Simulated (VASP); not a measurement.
# SnS (Pnma) in VASP: single point with PBE

Aim: the single point of SnS with PBE.

Program: VASP 6.6.1. These are calculated values, not measurements. Logs are shortened: lines on timing, memory, paths and dates and some standing lists are left out, and cuts for length are marked.

**Experimental background.**

“Linear dichroism of the optical properties of SnS and SnSe van der Waals crystals”, 2024, arxiv:2409.17412 reports, for a bulk crystal of SnS at 20 K: band gap 1.16 eV (indirect).

The results are compared with them further down.

## (1) The cell of the first run

The structure is orthorhombic, space group Pnma (No. 62). The conventional cell has a = 11.441 Å, b = 4.022 Å, c = 4.457 Å, α = 90.00°, β = 90.00°, γ = 90.00°. Within 3.5 Å of Sn (site symmetry m) lie 6 S at 2.66 to 3.47 Å. Within 3.5 Å of S (site symmetry m) lie 6 Sn at 2.66 to 3.47 Å.

## (2) Single point, PBE

Contents of INCAR:

```
  PREC = Accurate
  ENCUT = 500
  EDIFF = 1E-6
  ISMEAR = 0
  SIGMA = 0.01
  LREAL = False
  LASPH = True
  NELM = 120
  ALGO = Normal
  ISIF = 2
  LWAVE = False
  LCHARG = False
  GGA = PE
  NBANDS = 50
  GGA_COMPAT = False
```

Contents of KPOINTS:

```
regular mesh
0
Gamma
  4 8 8
```

Contents of POSCAR:

```
SnS
1.0
   11.4414313967      0.0000000000      0.0000000000
    0.0000000000      4.0222999934      0.0000000000
    0.0000000000      0.0000000000      4.4574191852
Sn S
4 4
Direct
    0.1214940972      0.2500000000      0.1305534913
    0.3785059028      0.7500000000      0.6305534913
    0.6214940972      0.2500000000      0.3694465087
    0.8785059028      0.7500000000      0.8694465087
    0.8499225332      0.2500000000      0.4772859318
    0.6500774668      0.7500000000      0.9772859318
    0.3499225332      0.2500000000      0.0227140682
    0.1500774668      0.7500000000      0.5227140682
```

Potentials or basis: VASP PAW PBE potentials, release 64 (Sn_d, S).

Command:

```
> cat potpaw_PBE.64/Sn_d/POTCAR potpaw_PBE.64/S/POTCAR > POTCAR
> mpirun -np 1 vasp_std > vasp.out
```

OUTCAR:

```text
PREC = Accurate
   ENCUT = 500
   EDIFF = 1E-6
   ISMEAR = 0
   LREAL = False
   LASPH = True
   NELM = 120
   ISIF = 2
   GGA = PE

 ion  position               nearest neighbor table
   1  0.121  0.250  0.131-   7 2.66   8 2.68   8 2.68   4 3.62   4 3.62
   2  0.379  0.750  0.631-   8 2.66   7 2.68   7 2.68   3 3.62   3 3.62
   3  0.621  0.250  0.369-   5 2.66   6 2.68   6 2.68   2 3.62   2 3.62
   4  0.879  0.750  0.869-   6 2.66   5 2.68   5 2.68   1 3.62   1 3.62
   5  0.850  0.250  0.477-   3 2.66   4 2.68   4 2.68
   6  0.650  0.750  0.977-   4 2.66   3 2.68   3 2.68
   7  0.350  0.250  0.023-   1 2.66   2 2.68   2 2.68
   8  0.150  0.750  0.523-   2 2.66   1 2.68   1 2.68

  LATTYP: Found a simple orthorhombic cell.
 ALAT       =     4.0222999934
 B/A-ratio  =     1.1081767130
 C/A-ratio  =     2.8444997677

  Lattice vectors:

 A1 = (   0.0000000000,   4.0222999934,   0.0000000000)
 A2 = (   0.0000000000,   0.0000000000,   4.4574191852)
 A3 = (  11.4414313967,   0.0000000000,   0.0000000000)

Analysis of symmetry for initial positions (statically):
=====================================================================
 Subroutine PRICEL returns:
 Original cell was already a primitive cell.

 Routine SETGRP: Setting up the symmetry group for a
 simple orthorhombic supercell.

 Subroutine GETGRP returns: Found  8 space group operations
 (whereof  2 operations were pure point group operations)
 out of a pool of  8 trial point group operations.

The static configuration has the point symmetry S_2 .
 The point group associated with its full space group is D_2h.

Analysis of symmetry for dynamics (positions and initial velocities):
=====================================================================
 Subroutine PRICEL returns:
 Original cell was already a primitive cell.

 Routine SETGRP: Setting up the symmetry group for a
 simple orthorhombic supercell.

 Subroutine GETGRP returns: Found  8 space group operations
 (whereof  2 operations were pure point group operations)
 out of a pool of  8 trial point group operations.

The dynamic configuration has the point symmetry S_2 .
 The point group associated with its full space group is D_2h.

 Subroutine INISYM returns: Found  8 space group operations
 (whereof  2 operations are pure point group operations),
 and found     1 'primitive' translations

[... 109 lines left out ...]
   NSW    =      0    number of steps for IOM
   IBRION =     -1    ionic relax: 0-MD 1-quasi-New 2-CG
   NFREE  =      0    steps in history (QN), initial steepest desc. (CG)
   ISIF   =      2    stress and relaxation
   ISYM   =      2    0-nonsym 1-usesym 2-fastsym
   POTIM  = 0.5000    time-step for ionic-motion
   TEBEG  =    0.0;   TEEND  =   0.0 temperature during run
   PSTRESS=    0.0 pullay stress
   NELECT =      80.0000    total number of electrons
   NUPDOWN=      -1.0000    fix difference up-down
   EMIN   =  10.00;   EMAX   =-10.00  energy-range for DOS
   EFERMI =   0.00;   METHOD = LEGACY
   ISMEAR =     0;   SIGMA  =   0.01  broadening in eV -4-tet -1-fermi 0-gaus
   EFERMI_NEDOS =   21; number of points for ismear=-14 and -15
   IALGO  =     38    algorithm
   IMIX   =      4    mixing-type and parameters
     AMIX     =   0.40;   BMIX     =  1.00
     AMIX_MAG =   1.60;   BMIX_MAG =  1.00
  volume/ion in A,a.u.               =      25.64       173.04
  Fermi-wavevector in a.u.,A,eV,Ry     =   1.196076  2.260256 19.464460  1.430597
  Thomas-Fermi vector in A             =   2.332025
   LORBIT       =      0    0 simple, 1 ext, 2 COOP (PROOUT), +10 PAW based schemes
   GGA     = PE    functional components
   LHFCALC =     F    Hartree Fock is set to
   AEXX    =    0.0000 exact exchange contribution
   IVDW    =     0    specifies the selected vdW correction
   LEPSILON=     F    determine dielectric tensor
   LRPA    =     F    only Hartree local field effects (RPA)
 non-spin polarized calculation
 Gauss-broadening in eV      SIGMA  =   0.01
  energy-cutoff  :      500.00
  volume of cell :      205.13
 maximum number of plane-waves:      5248
 NGX is ok and might be reduce to    84
   NGX = 41   NGY = 15   NGZ = 17

 number of electron      80.0000026 magnetization

 Free energy of the ion-electron system (eV)
  ---------------------------------------------------
  ext. energy  EPLUGINS =         0.00000000
  ---------------------------------------------------
  free energy    TOTEN  =       -35.46145794 eV

  energy without entropy =      -35.46145794  energy(sigma->0) =      -35.46145794

 E-fermi :   5.5019     XC(G=0):  -9.5594

 val. band max:        5.3804701430   @ k =   0.5000   0.0000   0.5000
 cond. band min:       6.4276704625   @ k =   0.0000   0.3750   0.0000
 fundamental gap:      1.0472003195
 Fermi energy:         5.5019074808

 k-point     1 :       0.0000    0.0000    0.0000
  band No.  band energies     occupation
      1     -15.7118      2.00000
      2     -15.7020      2.00000
      3     -15.6951      2.00000
      4     -15.6909      2.00000
      5     -15.6872      2.00000
      6     -15.6839      2.00000
[... 1261 lines left out ...]
     49       9.9021      0.00000
     50       9.9022      0.00000

 [... further k-points ...]

------------------------ aborting loop because EDIFF is reached ----------------------------------------

  FORCE on cell =-STRESS in cart. coord.  units (eV):
  Direction    XX          YY          ZZ          XY          YZ          ZX
  --------------------------------------------------------------------------------------
  -------------------------------------------------------------------------------------
  Total       -0.0702139     -0.0724455     -0.0375915      0.0000000      0.0000000      0.0000000
  in kB       -0.5483972     -0.5658272     -0.2936036      0.0000000      0.0000000      0.0000000
  external PRESSURE =      -0.4692760 kB  Pullay stress =       0.0000000 kB

 VOLUME and BASIS-vectors are now :
 -----------------------------------------------------------------------------
  energy-cutoff  :      500.00
  volume of cell :      205.13
      direct lattice vectors                 reciprocal lattice vectors
    11.441431397  0.000000000  0.000000000     0.087401652  0.000000000  0.000000000
     0.000000000  4.022299993  0.000000000     0.000000000  0.248613977  0.000000000
     0.000000000  0.000000000  4.457419185     0.000000000  0.000000000  0.224345066

 POSITION                                       TOTAL-FORCE (eV/Angst)
 -----------------------------------------------------------------------------------
      1.39007      1.00557      0.58193        -0.002361     -0.000000     -0.006278
      4.33065      3.01672      2.81064         0.002361      0.000000     -0.006278
      7.11078      1.00557      1.64678        -0.002361     -0.000000      0.006278
     10.05137      3.01672      3.87549         0.002361     -0.000000      0.006278
      9.72433      1.00557      2.12746        -0.000058      0.000000     -0.005016
      7.43782      3.01672      4.35617         0.000058     -0.000000     -0.005016
      4.00361      1.00557      0.10125        -0.000058      0.000000      0.005016
      1.71710      3.01672      2.32996         0.000058      0.000000      0.005016
 -----------------------------------------------------------------------------------
    total drift:                               -0.000000      0.000000     -0.000000

  FREE ENERGIE OF THE ION-ELECTRON SYSTEM (eV)
  ---------------------------------------------------
  free  energy   TOTEN  =       -35.4614579418 eV

  energy  without entropy=      -35.4614579418  energy(sigma->0) =      -35.46145794
```

Wall time 5.9 min (1 thread of Intel Xeon 6975P-C (Granite Rapids), shared host); peak memory 0.61 GiB.

What came out:

```
Free energy            : -35.4615 eV
Pressure               : 0.0 GPa
Largest force          : 0.007 eV/Å
Band gap on the k mesh : 1.05 eV, indirect (least direct gap 1.33 eV)
```

Forces in eV/Å, atoms in the order of the input:
```
Sn  -0.002  0.000 -0.006
Sn   0.002  0.000 -0.006
Sn  -0.002  0.000  0.006
Sn   0.002  0.000  0.006
S    0.000  0.000 -0.005
S    0.000  0.000 -0.005
S    0.000  0.000  0.005
S    0.000  0.000  0.005
```

Caveat: spin-orbit coupling is left out, which moves the levels of the heavy elements.

## (3) How close it comes

Step 2. A measured gap of SnS is 1.16 eV (indirect; 20 K; “Linear dichroism of the optical properties of SnS and SnSe van der Waals crystals”, 2024, arxiv:2409.17412); the calculated 1.05 eV misses it by -0.11 eV. 2 values of this kind are on record (1.09 to 1.16 eV); this one was drawn at random. Spin-orbit coupling on Sn is left out. The value is that of PBE on a finite k mesh, which can miss the band edges, without temperature or zero-point motion. Semilocal functionals fall short of measured gaps as a rule.
